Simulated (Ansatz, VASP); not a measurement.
One calculation of SrCl2, two programs

```
CELL_PARAMETERS angstrom
0.00000 3.48550 3.20666
3.48550 0.00000 3.20666
3.48550 3.48550 0.00000
ATOMIC_POSITIONS crystal
Sr 0.00000 0.00000 0.00000
Cl 0.25000 0.25000 0.25000
Cl 0.75000 0.75000 0.75000
```

Change from the starting cell: strain +0.000 along x and y, -0.080 along z, atoms carried along.

Alike in both runs: task single point; functional LDA; k mesh 6 × 6 × 6; occupations gaussian, width 0.05 eV; no spin polarisation.

|  | VASP | Ansatz |
| --- | --- | --- |
| version | VASP 6.6.1 | Ansatz 0.2.0 |
| potentials or method | VASP PAW LDA potentials, release 64 (Sr_sv, Cl), cutoff 520 eV | scalar-relativistic, plane waves, PAW |
| valence electrons in the cell | 24 | 24 |

VASP gave:

```
gap on the k mesh at the Fermi level (eV)                     : 4.57
least direct gap on the mesh (eV)                             : 4.63
pressure (GPa)                                                : 0.7
traceless stress, the component that is largest in VASP (GPa) : 3.39
```

Which values does Ansatz return?

gap on the k mesh at the Fermi level (eV): 4.56; least direct gap on the mesh (eV): 4.63; pressure (GPa): 0.5; traceless stress, the component that is largest in VASP (GPa): 3.42.

LDA's correlation is that of Perdew and Zunger in VASP and of Perdew and Wang (1992) in Ansatz.
